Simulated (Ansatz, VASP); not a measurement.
## Two plane-wave programs on NaH

INCAR

```
SYSTEM = NaH
  PREC = Accurate
  ENCUT = 600
  EDIFF = 1E-6
  ISMEAR = -1
  SIGMA = 0.02
  LREAL = .False.
  LASPH = .True.
  NELM = 100
  ALGO = Normal
  ISIF = 3
  LWAVE = .False.
  LCHARG = .False.
  GGA = CA
  IBRION = 2
  NSW = 80
  EDIFFG = -0.01
```

KPOINTS

```
Automatic mesh
0
Gamma
  10 10 10
  0 0 0
```

Contents of POSCAR:

```
NaH
1.0
    0.0000000000      2.4400000000      2.4400000000
    2.4400000000      0.0000000000      2.4400000000
    2.4400000000      2.4400000000      0.0000000000
Na H
1 1
Direct
    0.0000000000      0.0000000000      0.0000000000
    0.5000000000      0.5000000000      0.5000000000
```

Input for Ansatz:

```yaml
crystal:
  lattice:
    - [0.0, 2.44, 2.44]
    - [2.44, 0.0, 2.44]
    - [2.44, 2.44, 0.0]
  atoms:
    - { symbol: Na, position: [0.0, 0.0, 0.0] }
    - { symbol: H, position: [0.5, 0.5, 0.5] }
  symmetry: { tolerance: 0.0003 }
hamiltonian:
  xc: lda
  pseudopotentials: { kind: paw, azcp: { folder: soft_1 } }
basis:
  ecutwfc: 420
magnetization:
  spin_polarized: false
scf:
  occupations: { method: fermi_dirac, width: 0.02 }
kpoints:
  mp_grid: { grid: [10, 10, 10], shift: [0, 0, 0] }
output:
  forces: true
  stress: true
  eigenvalues: true
relax:
  max_steps: 60
  cell: {}
```

Alike in both runs: task relaxation of cell and atoms; functional LDA; k mesh 10 × 10 × 10; occupations fermi-dirac, width 0.02 eV; no spin polarisation.

|  | VASP | Ansatz |
| --- | --- | --- |
| version | VASP 6.6.1 | Ansatz 0.2.0 |
| potentials or method | VASP PAW LDA potentials, release 64 (Na_pv, H), cutoff 600 eV | PAW plane waves |
| valence electrons in the cell | 8 | 10 |

```tsv
	VASP	Ansatz	Ansatz less VASP
gap on the k mesh at the Fermi level, each at its own relaxed structure (eV)	3.57	3.57	0.000
relaxed volume (Å³/atom)	12.89	12.90	+0.015
relaxed cell length with the largest relative difference (Å)	3.316	3.317	+0.0012
```

Ansatz warns that its potentials were made for another functional, while VASP's fit it. LDA's correlation is that of Perdew and Zunger in VASP and of Perdew and Wang (1992) in Ansatz. VASP's potentials hold 8 valence electrons a cell and Ansatz's 10, so a difference there can come from the potentials and not from the codes.
